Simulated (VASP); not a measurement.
A run of VASP 6.6.1:

File INCAR:

```
SYSTEM = Cu
PREC = Accurate
ENCUT = 820
EDIFF = 1E-6
ISMEAR = 0
SIGMA = 0.1
LREAL = .False.
LASPH = .True.
NELM = 120
ALGO = Normal
ISIF = 2
LWAVE = .False.
LCHARG = .False.
GGA = PS
NBANDS = 26
GGA_COMPAT = .False.
```

KPOINTS

```
regular mesh
0
Gamma
  3 3 2
  0 0 0
```

Contents of POSCAR:

```
Cu
1.0
    2.5340966698      0.0000000000      0.0000000000
   -1.2670483349      2.1945920917      0.0000000000
    0.0000000000      0.0000000000      4.1125710000
Cu
2
Direct
    0.3333333333      0.6666666667      0.2500000000
    0.6666666667      0.3333333333      0.7500000000
```

Potentials or basis: VASP PAW PBE potentials, release 64 (Cu_sv_GW).

Command:

```bash
$ cat potpaw_PBE.64/Cu_sv_GW/POTCAR > POTCAR
$ mpirun -np 1 vasp_std > vasp.out
```

Hardware: 1 thread of Intel(R) Xeon(R) Platinum 8488C (Sapphire Rapids), on a shared host.

Task: How long does it take, and how much memory?

Result: Run time: 8.6 s on 1 thread of Intel(R) Xeon(R) Platinum 8488C (Sapphire Rapids), with other jobs on the host, peak memory 0.16 GiB. Counts: scf iterations 13, k points 6.
